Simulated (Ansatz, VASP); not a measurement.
# Ti3Al5: VASP beside Ansatz

File INCAR:

```
ALGO = Fast ; EDIFF = 1E-6
ENCUT = 520 ; GGA = PS
ISIF = 2 ; ISMEAR = 0
LASPH = T ; LCHARG = F
LREAL = F ; LWAVE = F
NBANDS = 36 ; NELM = 100
PREC = Accurate ; SIGMA = 0.15
```

File KPOINTS:

```
k-points
0
Gamma
  10 10 6
```

Contents of POSCAR:

```
Ti3Al5
1.0
    3.8854354518      0.0000000000      0.0000000000
    0.0000000000      4.0017892621      0.0000000000
    0.0000000000      0.0000000000      8.4751901783
Ti Al
3 5
Direct
    0.0000000000      0.5000000000      0.2646132917
    0.0000000000      0.5000000000      0.7353867083
    0.5000000000      0.5000000000      0.0000000000
    0.0000000000      0.0000000000      0.0000000000
    0.0000000000      0.0000000000      0.5000000000
    0.5000000000      0.5000000000      0.5000000000
    0.5000000000      0.0000000000      0.2417027397
    0.5000000000      0.0000000000      0.7582972603
```

Input for Ansatz:

```yaml
crystal:
  lattice:
    - [3.8854354518, 0.0, 0.0]
    - [0.0, 4.0017892621, 0.0]
    - [0.0, 0.0, 8.4751901783]
  atoms:
    - { symbol: Ti, position: [0.0, 0.5, 0.2646132917] }
    - { symbol: Ti, position: [0.0, 0.5, 0.7353867083] }
    - { symbol: Ti, position: [0.5, 0.5, 0.0] }
    - { symbol: Al, position: [0.0, 0.0, 0.0] }
    - { symbol: Al, position: [0.0, 0.0, 0.5] }
    - { symbol: Al, position: [0.5, 0.5, 0.5] }
    - { symbol: Al, position: [0.5, 0.0, 0.2417027397] }
    - { symbol: Al, position: [0.5, 0.0, 0.7582972603] }
basis:
  ecutwfc: 420
kpoints:
  mp_grid: { grid: [10, 10, 6] }
hamiltonian:
  xc: pbesol
scf:
  occupations: { method: gaussian, width: 0.15 }
output:
  forces: true
  stress: true
  eigenvalues: true
  write_density: true
  write_potential: true
  elf: true
  volumetric_format: npy
```

Change from the starting cell: strain +0.0525 x Voigt [0, 0, 1, 0, 0, 0], atoms carried along.

Alike in both runs: task single point; functional PBEsol; k mesh 10 × 10 × 6; occupations gaussian, width 0.15 eV; no spin polarisation.

|  | VASP | Ansatz |
| --- | --- | --- |
| version | VASP 6.6.1 | Ansatz 0.2.0 |
| potentials or method | VASP PAW PBE potentials, release 64 (Ti_sv, Al), cutoff 520 eV | scalar-relativistic, plane waves, PAW |
| valence electrons in the cell | 51 | 51 |

```csv
,VASP,Ansatz,Ansatz less VASP
gap on the k mesh at the Fermi level (eV),none,none,-
pressure (GPa),-5.2,-5.3,-0.08
"traceless stress, the component that is largest in VASP (GPa)",-4.37,-4.35,+0.010
rms of the force components (eV/Å),0.045,0.046,+0.0018
```

VASP's potentials were made for PBE, not for PBEsol. Atom by atom the forces differ by 0.002 eV/Å (rms over components). A gap of «none» marks a metal or a gap that the smearing closes. With one functional, cell and mesh, what is left measures potentials, basis and numerics.
